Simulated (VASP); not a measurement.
A run of VASP 6.6.1 is set up as follows.

Contents of POSCAR:

```
BP
1.0
    0.0000000000      2.2683156840      2.2122882866
    2.2683156840      0.0000000000      2.2122882866
    2.2683156840      2.2683156840      0.0000000000
B P
1 1
Direct
    0.0000000000      0.0000000000      0.0000000000
    0.2500000000      0.2500000000      0.2500000000
```

Contents of INCAR.step1:

```
SYSTEM = BP
PREC = Accurate ; ENCUT = 520
EDIFF = 1E-5 ; ISMEAR = 0
SIGMA = 0.01 ; LREAL = .False.
LASPH = .True. ; NELM = 100
ALGO = Normal ; ISIF = 2
LWAVE = .True. ; GGA = PE
NBANDS = 11
```

INCAR.step2

```
SYSTEM = BP
PREC = Accurate ; ENCUT = 520
EDIFF = 1E-6 ; ISMEAR = 0
SIGMA = 0.01 ; LREAL = .False.
LASPH = .True. ; NELM = 100
ALGO = Normal ; ISIF = 2
LWAVE = .False. ; LCHARG = .True.
GGA = PE ; LHFCALC = .True.
HFSCREEN = 0.2079 ; PRECFOCK = Normal
LELF = .True. ; LVHAR = .True.
ISTART = 1 ; NBANDS = 11
```

The input KPOINTS:

```
regular mesh
0
Gamma
  6 6 6
  0 0 0
```

Potentials or basis: VASP PAW PBE potentials, release 64 (B, P).

The run is started by

```console
$ cat potpaw_PBE.64/B/POTCAR potpaw_PBE.64/P/POTCAR > POTCAR
$ cp INCAR.step1 INCAR
$ mpirun -np 1 vasp_std > vasp.out
$ cp INCAR.step2 INCAR
$ mpirun -np 1 vasp_std > vasp.out
```

What does it give for the pressure?

2.5 GPa.

Estimate the band gap on the k mesh.

1.65 eV, indirect (least direct gap 4.11 eV).

Stress tensor (GPa, compression positive):
```
0.15 0.00 0.00
0.00 0.15 0.00
0.00 0.00 7.17
```

Caveat: the cell differs from its parent crystal (uniaxial z strain -2.5%); the PAW data sets were made with another functional, which shifts forces and pressure a little. A k mesh can miss the band edges.
